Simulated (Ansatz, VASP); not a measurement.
## Two plane-wave programs on Ca3SiS

```
Ca Si S
1.0
     5.50496    0.00000    0.00000
     0.00000    5.50496    0.00000
     0.00000    0.00000    5.50496
Ca Si S
3 1 1
Direct
  0.00000 0.50000 0.50000
  0.50000 0.00000 0.50000
  0.50000 0.50000 0.00000
  0.50000 0.50000 0.50000
  0.00000 0.00000 0.00000
```

Alike in both runs: task relaxation of cell and atoms; functional PBE; k mesh 8 × 8 × 8; occupations gaussian, width 0.1 eV; no spin polarisation.

|  | VASP | Ansatz |
| --- | --- | --- |
| version | VASP 6.6.1 | Ansatz 0.2.0 |
| potentials or method | VASP PAW PBE potentials, release 64 (Ca_sv, Si, S), cutoff 500 eV | scalar-relativistic, plane waves, PAW |
| valence electrons in the cell | 40 | 40 |

```csv
,VASP,Ansatz,Ansatz less VASP
"gap on the k mesh at the Fermi level, each at its own relaxed structure (eV)",none,none,-
relaxed volume (Å³/atom),33.52,33.45,-0.073
relaxed cell length with the largest relative difference (Å),5.514,5.510,-0.0040
```

A gap of «none» marks a metal or a gap that the smearing closes.
